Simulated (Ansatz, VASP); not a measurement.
# Two plane-wave programs on C

```
C
1.0
     2.49881    0.00000    0.00000
    -1.24941    2.16404    0.00000
     0.00000    0.00000   16.64334
C
16
Direct
  0.00000 0.00000 0.00000
  0.00000 0.00000 0.09375
  0.33333 0.66667 0.12500
  0.33333 0.66667 0.21875
  0.00000 0.00000 0.25000
  0.00000 0.00000 0.34375
  0.33333 0.66667 0.37500
  0.33333 0.66667 0.46875
  0.00000 0.00000 0.50000
  0.00000 0.00000 0.59375
  0.66667 0.33333 0.62500
  0.66667 0.33333 0.71875
  0.00000 0.00000 0.75000
  0.00000 0.00000 0.84375
  0.33333 0.66667 0.87500
  0.33333 0.66667 0.96875
```

Alike in both runs: task relaxation of cell and atoms; functional PBEsol; k mesh 12 × 12 × 2; occupations gaussian, width 0.02 eV; no spin polarisation.

```csv
,VASP,Ansatz
version,VASP 6.6.1,Ansatz 0.2.0
potentials or method,"VASP PAW PBE potentials, release 64 (C), cutoff 600 eV","scalar-relativistic, plane waves, PAW"
valence electrons in the cell,64,64
```

Ansatz gave:

* gap on the k mesh at the Fermi level, each at its own relaxed structure (eV): 3.62
* relaxed volume (Å³/atom): 5.62
* relaxed length of the cell vector where the two differ most in proportion (Å): 16.587

Q: Estimate VASP's values.

A: gap on the k mesh at the Fermi level, each at its own relaxed structure (eV): 3.61; relaxed volume (Å³/atom): 5.63; relaxed length of the cell vector where the two differ most in proportion (Å): 16.592.

VASP's potentials were made for PBE, not for PBEsol.
